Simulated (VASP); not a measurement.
Input of a VASP 6.6.1 run:

The input INCAR:

```
SYSTEM = Si2W
ALGO     = Normal         ! electronic algorithm
EDIFF    = 1E-8           ! SCF threshold, eV
ENCUT    = 400            ! plane-wave cutoff, eV
GGA      = CA             ! functional
GGA_COMPAT= .False.      
ISIF     = 2              ! what is computed and relaxed
ISMEAR   = -1             ! smearing method
ISYM     = 0            
LASPH    = .True.         ! aspherical terms in the spheres
LCHARG   = .False.        ! write CHGCAR
LEFG     = .True.       
LREAL    = .False.        ! projectors in reciprocal space
LWAVE    = .False.        ! write WAVECAR
NBANDS   = 18             ! bands
NELM     = 120            ! most SCF steps
PREC     = Accurate       ! precision mode
SIGMA    = 0.05           ! smearing width, eV
```

The input KPOINTS:

```
k-points
0
Gamma
  11 11 14
  0 0 0
```

File POSCAR:

```
Si2W
1.0
   -1.5842946366      1.5842946366      3.8867502291
    1.5842946366     -1.5842946366      3.8867502291
    1.5842946366      1.5842946366     -3.8867502291
Si W
2 1
Direct
    0.3330000000      0.3330000000      0.0000000000
    0.6670000000      0.6670000000      0.0000000000
    0.0000000000      0.0000000000      0.0000000000
```

Potentials or basis: VASP PAW LDA potentials, release 64 (Si, W_sv).

Launch:

```bash
$ cat potpaw_LDA.64/Si/POTCAR potpaw_LDA.64/W_sv/POTCAR > POTCAR
$ mpirun -np 1 vasp_std > vasp.out
```

Problem. Estimate the band gap on the k mesh.

Solution. Zero (bands 11 and 12 overlap by 1.32 eV).

Problem. Predict the largest force.

Solution. 0.232 eV/Å.

Problem. Estimate the pressure.

Solution. 3.0 GPa.

Electric field gradients, principal values (V/Å²):
| atom | least | middle | greatest (by size) |
| --- | --- | --- | --- |
| 1 Si | 5.111 | 5.209 | -10.320 |
| 2 Si | 5.111 | 5.209 | -10.320 |
| 3 W | 69.723 | 69.783 | -139.507 |

Caveat: without QUAD_EFG the Cq values of the log hold for a quadrupole moment of 1 mb, not for the nuclei; spin-orbit coupling is left out, which moves the levels of the heavy elements.
